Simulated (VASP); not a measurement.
Runs of VASP 6.6.1 on PbO. The structure is that of space group P4/nmm (No. 129), or close to it. The cells are those of the table. 

| task | cell | gap on the mesh (eV) | pressure (GPa) | largest force (eV/Å) |
| --- | --- | --- | --- | --- |
| electric field gradients | a = 3.974, b = 3.974, c = 5.122 Å, 4 atoms | 1.43 | (d) | 0.45 |
| electric field gradients | a = 4.001, b = 4.001, c = 5.055 Å, 4 atoms | 1.47 | (a) | 0.36 |
| electric field gradients | a = 3.893, b = 3.893, c = 4.919 Å, 4 atoms | 1.35 | 4.3 | 0.83 |
| single point | a = 3.988, b = 3.988, c = 5.039 Å, 4 atoms | 1.46 | -2.4 | 0.23 |
| single point | a = 3.948, b = 3.948, c = 4.988 Å, 4 atoms | 1.41 | 0.1 | 0.19 |
| electric field gradients | a = 3.988, b = 3.988, c = 5.039 Å, 4 atoms | 1.46 | -2.4 | 0.23 |
| electric field gradients | a = 3.974, b = 3.974, c = 4.972 Å, 4 atoms | 1.45 | -0.9 | 0.08 |
| electric field gradients | a = 3.974, b = 3.974, c = 4.922 Å, 4 atoms | 1.46 | (c) | 0.26 |
| electric field gradients | a = 4.027, b = 4.027, c = 5.088 Å, 4 atoms | 1.49 | -4.6 | 0.60 |
| electric field gradients | a = 4.052, b = 4.052, c = 5.120 Å, 4 atoms | 1.52 | -5.9 | 0.83 |
| electric field gradients | a = 3.974, b = 3.974, c = 5.022 Å, 4 atoms | (b) | -1.6 | 0.09 |

Alike in all rows: level LDA; potentials or basis VASP PAW LDA potentials, release 64 (Pb_d, O); no spin polarisation; k mesh 7 × 7 × 6; cutoff (eV) 520; smearing fermi-dirac 0.03 eV.

**Question.** Estimate the missing entries.

**Answer.** (a) -3.2; (b) 1.44; (c) -0.1; (d) -3.0.

Caveats: spin-orbit coupling is left out, which moves the levels of the heavy elements.

A k mesh can miss the band edges, and the runs leave out spin-orbit coupling on Pb.
